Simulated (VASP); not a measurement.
Input of a VASP 6.6.1 run:

Contents of INCAR:

```
SYSTEM = AsPb4
ALGO = Normal
EDIFF = 1E-7
ENCUT = 520
GGA = PE
ISIF = 2
ISMEAR = 0
LASPH = .TRUE.
LCHARG = .FALSE.
LREAL = .FALSE.
LWAVE = .FALSE.
NBANDS = 38
NELM = 60
PREC = Accurate
SIGMA = 0.1
```

Contents of KPOINTS:

```
k-points
0
G
  4 4 4
  0 0 0
```

The input POSCAR:

```
AsPb4
1.0
   -3.3052450900      3.3052450900      3.5169502500
    3.3052450900     -3.3052450900      3.5169502500
    3.3052450900      3.3052450900     -3.5169502500
As Pb
1 4
Direct
    0.0000000000      0.0000000000      0.0000000000
    0.7712744500      0.7712744500      0.5425489100
    0.2287255500      0.2287255500      0.4574510900
    0.2287255500      0.7712744500      0.0000000000
    0.7712744500      0.2287255500      0.0000000000
```

Potentials or basis: VASP PAW PBE potentials, release 64 (As, Pb_d).

The run is started by

```sh
$ cat potpaw_PBE.64/As/POTCAR potpaw_PBE.64/Pb_d/POTCAR > POTCAR
$ mpirun -np 1 vasp_std > vasp.out
```

Task: Estimate the band gap on the k mesh.

Result: Zero (an odd number of electrons rules out a gap without spin polarisation).

Task: Predict the pressure.

Result: 38.7 GPa.

Task: Predict the largest force.

Result: 12.882 eV/Å.

Stress tensor (GPa, compression positive):
```
58.29  0.00  0.00
 0.00 58.29  0.00
 0.00  0.00 -0.52
```

Caveat: the cell stands under pressure; spin-orbit coupling is left out, which moves the levels of the heavy elements; forces of over 1 eV/Å act on the atoms, so gaps and moduli don't describe the material at rest.
